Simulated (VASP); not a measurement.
Runs of VASP 6.6.1 on Mo. The structure is that of space group P6/mmm (No. 191), or close to it. The cells are those of the table. This isn't the form of Mo at room conditions, which is bcc.

```csv
cell,gap on the mesh (eV),pressure (GPa)
"a = 2.653, b = 2.653, c = 2.594 Å, angles 90.0, 90.0, 120.0°, 1 atom",none,4.4
"a = 2.736, b = 2.736, c = 2.517 Å, angles 90.0, 90.0, 120.0°, 1 atom",none,(b)
"a = 2.653, b = 2.653, c = 2.555 Å, angles 90.0, 90.0, 120.0°, 1 atom",none,7.9
"a = 2.694, b = 2.694, c = 2.555 Å, angles 90.0, 90.0, 120.0°, 1 atom",none,(a)
"a = 2.653, b = 2.653, c = 2.517 Å, angles 90.0, 90.0, 120.0°, 1 atom",none,11.7
"a = 2.653, b = 2.653, c = 2.479 Å, angles 90.0, 90.0, 120.0°, 1 atom",none,15.9
"a = 2.694, b = 2.694, c = 2.632 Å, angles 90.0, 90.0, 120.0°, 1 atom",none,-6.2
"a = 2.694, b = 2.694, c = 2.479 Å, angles 90.0, 90.0, 120.0°, 1 atom",none,7.1
"a = 2.653, b = 2.653, c = 2.632 Å, angles 90.0, 90.0, 120.0°, 1 atom",none,(c)
"a = 2.694, b = 2.694, c = 2.594 Å, angles 90.0, 90.0, 120.0°, 1 atom",none,-3.3
"a = 2.736, b = 2.736, c = 2.479 Å, angles 90.0, 90.0, 120.0°, 1 atom",none,-0.4
"a = 2.694, b = 2.694, c = 2.517 Å, angles 90.0, 90.0, 120.0°, 1 atom",none,3.3
```

Alike in all rows: task single point; level LDA; potentials or basis VASP PAW LDA potentials, release 64 (Mo_sv); no spin polarisation; k mesh 18 × 18 × 18; cutoff (eV) 520; smearing gaussian 0.15 eV.

**Question.** Fill in the values left out.

**Answer.** (a) -0.2; (b) -4.0; (c) 1.3.

Caveats: the cell stands under pressure (at least some runs); the cell stands under tension (at least some runs).

A k mesh can miss the band edges, and the runs leave out spin-orbit coupling on Mo.

A gap of «none» marks levels without a gap at the run's occupations.
